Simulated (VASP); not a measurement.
# Ta (P6/mmm) in VASP: a series of runs

The runs below take Ta through single point, with PBEsol.

Everything below comes from runs of VASP 6.6.1. Logs are shortened: lines on timing, memory, paths and dates and some standing lists are left out, and cuts for length are marked.

**1. The cell of the first run**

It takes space group P6/mmm (No. 191, hexagonal). The conventional cell has a = 4.796 Å, b = 4.796 Å, c = 2.705 Å, α = 90.00°, β = 90.00°, γ = 120.00°. Within 3.6 Å of Ta (site symmetry 6/mmm) lie 14 Ta at 2.71 to 3.08 Å. Within 3.6 Å of Ta (site symmetry -6m2) lie 11 Ta at 2.71 to 3.08 Å.

**2. Single point, PBEsol**

The input, INCAR:

```
SYSTEM = Ta
PREC = Accurate ; ENCUT = 520
EDIFF = 1E-6 ; ISMEAR = 0
SIGMA = 0.1 ; LREAL = .False.
LASPH = .True. ; NELM = 100
ALGO = Normal ; ISIF = 2
LWAVE = .False. ; LCHARG = .False.
GGA = PS ; NBANDS = 24
```

The input, KPOINTS:

```
Automatic mesh
0
Gamma
  6 6 6
  0 0 0
```

The input, POSCAR:

```
Ta
1.0
    4.7955522238      0.0000000000      0.0000000000
   -2.3977761119      4.1530700510      0.0000000000
    0.0000000000      0.0000000000      2.7051591166
Ta
3
Direct
    0.0000000000      0.0000000000      0.0000000000
    0.3333333333      0.6666666667      0.5000000000
    0.6666666667      0.3333333333      0.5000000000
```

Potentials or basis: VASP PAW PBE potentials, release 64 (Ta_pv).

Run with:

```sh
$ cat potpaw_PBE.64/Ta_pv/POTCAR > POTCAR
$ mpirun -np 1 vasp_std > vasp.out
```

OUTCAR:

```text
SYSTEM = Ta
   PREC = Accurate
   ENCUT = 520
   EDIFF = 1E-6
   ISMEAR = 0
   LREAL = .False.
   LASPH = .True.
   NELM = 100
   ISIF = 2
   GGA = PS

 ion  position               nearest neighbor table
   1  0.000  0.000  0.000-   2 3.08   3 3.08   2 3.08   3 3.08   3 3.08   3 3.08   2 3.08   2 3.08
                             3 3.08   3 3.08   2 3.08   2 3.08
   2  0.333  0.667  0.500-   3 2.77   3 2.77   3 2.77   1 3.08   1 3.08   1 3.08   1 3.08   1 3.08
                             1 3.08
   3  0.667  0.333  0.500-   2 2.77   2 2.77   2 2.77   1 3.08   1 3.08   1 3.08   1 3.08   1 3.08
                             1 3.08

  LATTYP: Found a hexagonal cell.
 ALAT       =     4.7955522238
 C/A-ratio  =     0.5640975200

  Lattice vectors:

 A1 = (   4.7955522238,   0.0000000000,   0.0000000000)
 A2 = (  -2.3977761119,   4.1530700510,   0.0000000000)
 A3 = (   0.0000000000,   0.0000000000,   2.7051591166)

Analysis of symmetry for initial positions (statically):
=====================================================================
 Subroutine PRICEL returns:
 Original cell was already a primitive cell.

 Routine SETGRP: Setting up the symmetry group for a
 hexagonal supercell.

 Subroutine GETGRP returns: Found 24 space group operations
 (whereof 24 operations were pure point group operations)
 out of a pool of 24 trial point group operations.

The static configuration has the point symmetry D_6h.

Analysis of symmetry for dynamics (positions and initial velocities):
=====================================================================
 Subroutine PRICEL returns:
 Original cell was already a primitive cell.

 Routine SETGRP: Setting up the symmetry group for a
 hexagonal supercell.

 Subroutine GETGRP returns: Found 24 space group operations
 (whereof 24 operations were pure point group operations)
 out of a pool of 24 trial point group operations.

The dynamic configuration has the point symmetry D_6h.

 Subroutine INISYM returns: Found 24 space group operations
 (whereof 24 operations are pure point group operations),
 and found     1 'primitive' translations

----------------------------------------------------------------------------------------

                                     Primitive cell

  volume of cell :      53.8767

  direct lattice vectors                    reciprocal lattice vectors
     4.795552224  0.000000000  0.000000000     0.208526558  0.120392865  0.000000000
    -2.397776112  4.153070051  0.000000000     0.000000000  0.240785729  0.000000000
     0.000000000  0.000000000  2.705159117     0.000000000  0.000000000  0.369664022

  length of vectors
     4.795552224  4.795552224  2.705159117     0.240785729  0.240785729  0.369664022

  position of ions in fractional coordinates (direct lattice)
     0.000000000  0.000000000  0.000000000
     0.333333333  0.666666667  0.500000000
     0.666666667  0.333333333  0.500000000

  ion indices of the primitive-cell ions
   primitive index   ion index
                 1           1
                 2           2
                 3           3

----------------------------------------------------------------------------------------

 KPOINTS: Automatic mesh

Automatic generation of k-mesh.
 Grid dimensions read from file:
 generate k-points for:    6    6    6

 Generating k-lattice:

  Cartesian coordinates                     Fractional coordinates (reciprocal lattice)
     0.034754426  0.020065477  0.000000000     0.166666667  0.000000000  0.000000000
     0.000000000  0.040130955  0.000000000     0.000000000  0.166666667  0.000000000
     0.000000000  0.000000000  0.061610670     0.000000000  0.000000000  0.166666667

  Length of vectors
     0.040130955  0.040130955  0.061610670

  Shift w.r.t. Gamma in fractional coordinates (k-lattice)
     0.000000000  0.000000000  0.000000000

 Subroutine IBZKPT returns following result:
 ===========================================

 Found     28 irreducible k-points:

 Following reciprocal coordinates:
            Coordinates               Weight
  0.000000  0.000000  0.000000      1.000000
  0.166667  0.000000  0.000000      6.000000
  0.333333 -0.000000  0.000000      6.000000
  0.500000  0.000000  0.000000      3.000000
  0.166667  0.166667  0.000000      6.000000
  0.333333  0.166667  0.000000     12.000000
[... 16 lines left out ...]
  0.166667  0.000000  0.500000      6.000000
  0.333333 -0.000000  0.500000      6.000000
 [... further k-points ...]
   k-points           NKPTS =     28   k-points in BZ     NKDIM =     28   number of bands    NBANDS=     24
   number of dos      NEDOS =    301   number of ions     NIONS =      3
   total plane-waves  NPLWV =  25920
   dimension x,y,z NGX =    36 NGY =   36 NGZ =   20
   dimension x,y,z NGXF=    72 NGYF=   72 NGZF=   40
   ions per type =               3
   NGX,Y,Z   is equivalent  to a cutoff of  12.48, 12.48, 12.29 a.u.
   NGXF,Y,Z  is equivalent  to a cutoff of  24.96, 24.96, 24.58 a.u.
 SYSTEM =  Ta
   PREC   = accura    normal or accurate (medium, high low for compatibility)
   ISTART =      0    job   : 0-new  1-cont  2-samecut
   ICHARG =      2    charge: 1-file 2-atom 10-const
   ISPIN  =      1    spin polarized calculation?
   LNONCOLLINEAR =      F non collinear calculations
   LSORBIT =      F    spin-orbit coupling
   LASPH  =      T    aspherical Exc in radial PAW
   ENCUT  =  520.0 eV  38.22 Ry    6.18 a.u.   8.92  8.92  5.03*2*pi/ulx,y,z
   NELM   =    100;   NELMIN=  2; NELMDL= -5     # of ELM steps
   EDIFF  = 0.1E-05   stopping-criterion for ELM
   LREAL  =      F    real-space projection
   EDIFFG = 0.1E-04   stopping-criterion for IOM
   NSW    =      0    number of steps for IOM
   IBRION =     -1    ionic relax: 0-MD 1-quasi-New 2-CG
   NFREE  =      0    steps in history (QN), initial steepest desc. (CG)
   ISIF   =      2    stress and relaxation
   ISYM   =      2    0-nonsym 1-usesym 2-fastsym
   POTIM  = 0.5000    time-step for ionic-motion
   TEBEG  =    0.0;   TEEND  =   0.0 temperature during run
   PSTRESS=    0.0 pullay stress
   NELECT =      33.0000    total number of electrons
   NUPDOWN=      -1.0000    fix difference up-down
   EMIN   =  10.00;   EMAX   =-10.00  energy-range for DOS
   EFERMI =   0.00;   METHOD = LEGACY
   ISMEAR =     0;   SIGMA  =   0.10  broadening in eV -4-tet -1-fermi 0-gaus
   EFERMI_NEDOS =   21; number of points for ismear=-14 and -15
   IALGO  =     38    algorithm
   IMIX   =      4    mixing-type and parameters
     AMIX     =   0.40;   BMIX     =  1.00
     AMIX_MAG =   1.60;   BMIX_MAG =  1.00
  volume/ion in A,a.u.               =      17.96       121.19
  Fermi-wavevector in a.u.,A,eV,Ry     =   1.390313  2.627311 26.299656  1.932970
  Thomas-Fermi vector in A             =   2.514260
   LORBIT       =      0    0 simple, 1 ext, 2 COOP (PROOUT), +10 PAW based schemes
   GGA     = PS    functional components
   LHFCALC =     F    Hartree Fock is set to
   AEXX    =    0.0000 exact exchange contribution
   IVDW    =     0    specifies the selected vdW correction
   LEPSILON=     F    determine dielectric tensor
   LRPA    =     F    only Hartree local field effects (RPA)
 non-spin polarized calculation
 Gauss-broadening in eV      SIGMA  =   0.10
  energy-cutoff  :      520.00
  volume of cell :       53.88
 maximum number of plane-waves:      1470
 NGX is ok and might be reduce to    36
   NGX = 17   NGY = 17   NGZ = 11

 number of electron      33.0000006 magnetization

 Free energy of the ion-electron system (eV)
  ---------------------------------------------------
  ext. energy  EPLUGINS =         0.00000000
  ---------------------------------------------------
  free energy    TOTEN  =       -36.90620642 eV

  energy without entropy =      -36.87600204  energy(sigma->0) =      -36.89110423

 E-fermi :   5.6549     XC(G=0): -12.7303

 val. band max:        5.6456597985   @ k =   0.5000   0.0000   0.1667
 cond. band min:       5.6768843125   @ k =   0.1667   0.0000   0.5000
 fundamental gap:      0.0312245140
 Fermi energy:         5.6548825620

 k-point     1 :       0.0000    0.0000    0.0000
  band No.  band energies     occupation
      1     -28.6238      2.00000
      2     -28.6238      2.00000
      3     -28.4350      2.00000
      4     -28.4350      2.00000
      5     -27.7309      2.00000
      6     -27.7309      2.00000
[... 16 lines left out ...]
     23       8.9849      0.00000
     24      12.4019      0.00000

 k-point     2 :       0.1667    0.0000    0.0000
  band No.  band energies     occupation
      1     -28.7239      2.00000
      2     -28.6710      2.00000
      3     -28.3151      2.00000
      4     -28.2931      2.00000
      5     -27.8315      2.00000
      6     -27.7478      2.00000
[... 16 lines left out ...]
     23       9.9083      0.00000
     24      11.6974      0.00000

 k-point     3 :       0.3333   -0.0000    0.0000
  band No.  band energies     occupation
      1     -28.8325      2.00000
      2     -28.6187      2.00000
      3     -28.1646      2.00000
      4     -28.1543      2.00000
      5     -28.0229      2.00000
      6     -27.7942      2.00000
[... 16 lines left out ...]
     23      10.6474      0.00000
     24      10.9144      0.00000
[... 514 lines left out ...]
 k-point    23 :       0.1667    0.0000    0.5000
  band No.  band energies     occupation
      1     -28.9161      2.00000
      2     -28.8982      2.00000
      3     -28.6999      2.00000
      4     -28.4651      2.00000
      5     -28.4126      2.00000
      6     -28.1177      2.00000
[... 16 lines left out ...]
     23      10.6840      0.00000
     24      13.0268      0.00000

 k-point    24 :       0.3333   -0.0000    0.5000
  band No.  band energies     occupation
      1     -28.9409      2.00000
      2     -28.9146      2.00000
      3     -28.7376      2.00000
      4     -28.4946      2.00000
      5     -28.2955      2.00000
      6     -28.1184      2.00000
[... 16 lines left out ...]
     23      10.2957      0.00000
     24      11.8150      0.00000

 [... further k-points ...]

------------------------ aborting loop because EDIFF is reached ----------------------------------------

  FORCE on cell =-STRESS in cart. coord.  units (eV):
  Direction    XX          YY          ZZ          XY          YZ          ZX
  --------------------------------------------------------------------------------------
  -------------------------------------------------------------------------------------
  Total        0.1655631      0.1655631      0.1859224      0.0000000      0.0000000      0.0000000
  in kB        4.9234933      4.9234933      5.5289373      0.0000000      0.0000000      0.0000000
  external PRESSURE =       5.1253079 kB  Pullay stress =       0.0000000 kB

 VOLUME and BASIS-vectors are now :
 -----------------------------------------------------------------------------
  energy-cutoff  :      520.00
  volume of cell :       53.88
      direct lattice vectors                 reciprocal lattice vectors
     4.795552224  0.000000000  0.000000000     0.208526558  0.120392865  0.000000000
    -2.397776112  4.153070051  0.000000000     0.000000000  0.240785729  0.000000000
     0.000000000  0.000000000  2.705159117     0.000000000  0.000000000  0.369664022

 POSITION                                       TOTAL-FORCE (eV/Angst)
 -----------------------------------------------------------------------------------
      0.00000      0.00000      0.00000         0.000000      0.000000      0.000000
     -0.00000      2.76871      1.35258        -0.000000     -0.000000     -0.000000
      2.39778      1.38436      1.35258         0.000000      0.000000      0.000000
 -----------------------------------------------------------------------------------
    total drift:                                0.000000      0.000000     -0.000000

  FREE ENERGIE OF THE ION-ELECTRON SYSTEM (eV)
  ---------------------------------------------------
  free  energy   TOTEN  =       -36.9062064247 eV

  energy  without entropy=      -36.8760020385  energy(sigma->0) =      -36.89110423
```

It took 39 s on 1 thread of Intel Xeon Platinum 8259CL at 2.50GHz (Skylake/Cascade Lake), shared host; peak memory 0.17 GiB.

What came out:

```yaml
Free_energy: -36.9062 eV
Pressure: 0.5 GPa
```

Levels at points of the mesh, in eV from the Fermi level:
| k point | band 13 | band 14 | band 15 | band 16 | band 17 | band 18 | band 19 | band 20 |
| --- | --- | --- | --- | --- | --- | --- | --- | --- |
| (0.00, 0.00, 0.00) | -1.45 | -1.45 | -1.44 | -1.44 | -0.71 | 1.01 | 1.01 | 3.31 |
| (0.50, 0.00, 0.00) | -1.97 | -1.75 | -1.62 | -1.00 | -0.68 | 0.93 | 2.08 | 3.54 |
| (0.00, 0.00, 0.50) | -3.07 | -3.07 | -1.92 | 0.16 | 0.16 | 1.40 | 1.40 | 4.63 |
| (0.50, 0.00, 0.50) | -2.60 | -1.32 | -1.27 | -0.50 | 0.85 | 0.87 | 1.03 | 2.58 |

Caveat: the k points lie up to 0.39 Å⁻¹ apart; the PAW data sets were made with another functional, which shifts forces and pressure a little; spin-orbit coupling is left out, which moves the levels of the heavy elements.

**3. Single point, PBEsol**

This run uses another cell than the first one, of 21.48 Å³/atom, 1.196 times its volume.

The input, INCAR:

```
SYSTEM = Ta
ALGO = Normal
EDIFF = 1E-6
ENCUT = 520
GGA = PS
ISIF = 2
ISMEAR = 0
LASPH = .True.
LCHARG = .False.
LREAL = .False.
LWAVE = .False.
NBANDS = 24
NELM = 80
PREC = Accurate
SIGMA = 0.1
```

The input, KPOINTS:

```
k-points
0
Gamma
  6 6 6
  0 0 0
```

The input, POSCAR:

```
Ta
1.0
    4.9513374049      0.0000000000      0.0000000000
   -2.4756687025      4.2879839754      0.0000000000
    0.0000000000      0.0000000000      3.0353851048
Ta
3
Direct
    0.0000000000      0.0000000000      0.0000000000
    0.3333333333      0.6666666667      0.5000000000
    0.6666666667      0.3333333333      0.5000000000
```

Potentials or basis: VASP PAW PBE potentials, release 64 (Ta_pv).

Run with:

```sh
$ cat potpaw_PBE.64/Ta_pv/POTCAR > POTCAR
$ mpirun -np 1 vasp_std > vasp.out
```

Wall time 54 s (1 thread of Intel Xeon Platinum 8259CL at 2.50GHz (Skylake/Cascade Lake), shared host); peak memory 0.19 GiB.

It converged, with:

* Free energy: -35.7391 eV
* Pressure: -24.5 GPa

Stress tensor (GPa, compression positive):
```
-18.73   0.00   0.00
  0.00 -18.73   0.00
  0.00   0.00 -36.15
```

Levels at points of the mesh, in eV from the Fermi level:
| k point | band 15 | band 16 | band 17 | band 18 | band 19 | band 20 |
| --- | --- | --- | --- | --- | --- | --- |
| (0.00, 0.00, 0.00) | -1.33 | -1.33 | -0.10 | 0.91 | 0.91 | 1.82 |
| (0.50, 0.00, 0.00) | -1.32 | -0.65 | -0.19 | 0.53 | 0.66 | 1.96 |
| (0.00, 0.00, 0.50) | -2.58 | 0.46 | 0.46 | 0.78 | 0.78 | 3.71 |
| (0.50, 0.00, 0.50) | -1.27 | -0.29 | -0.17 | 0.35 | 0.53 | 2.09 |

Caveat: the PAW data sets were made with another functional, which shifts forces and pressure a little; spin-orbit coupling is left out, which moves the levels of the heavy elements.
